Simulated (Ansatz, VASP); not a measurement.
# MgB: VASP beside Ansatz

```
Mg B
1.0
     2.89515    0.00000    0.00000
     0.00000    2.89515    0.00000
     0.00000    0.00000    2.89515
Mg B
1 1
Direct
  0.00000 0.00000 0.00000
  0.50000 0.50000 0.50000
```

Alike in both runs: task relaxation of cell and atoms; functional r2SCAN; dispersion rVV10; k mesh 9 × 9 × 9; occupations fermi-dirac, width 0.05 eV; no spin polarisation.

```csv
,VASP,Ansatz
version,VASP 6.6.1,Ansatz 0.2.0
potentials or method,"VASP PAW PBE potentials, release 64 (Mg, B)",Ansatz PAW
plane-wave cutoff (eV),600,500
valence electrons in the cell,5,13
```

```tsv
	VASP	Ansatz	Ansatz less VASP
gap on the k mesh at the Fermi level, each at its own relaxed structure (eV)	none	none	-
relaxed volume (Å³/atom)	11.92	11.96	+0.042
relaxed cell length with the largest relative difference (Å)	2.878	2.881	+0.0034
```

VASP's potentials were made for PBE, not for r2SCAN. A gap of «none» marks a metal or a gap that the smearing closes. VASP's potentials hold 5 valence electrons a cell and Ansatz's 13, so a difference there can come from the potentials and not from the codes.

Noted on Ansatz's run: the plane-wave basis is chosen anew once the cell has moved, so the energies of steps on either side of that aren't comparable.
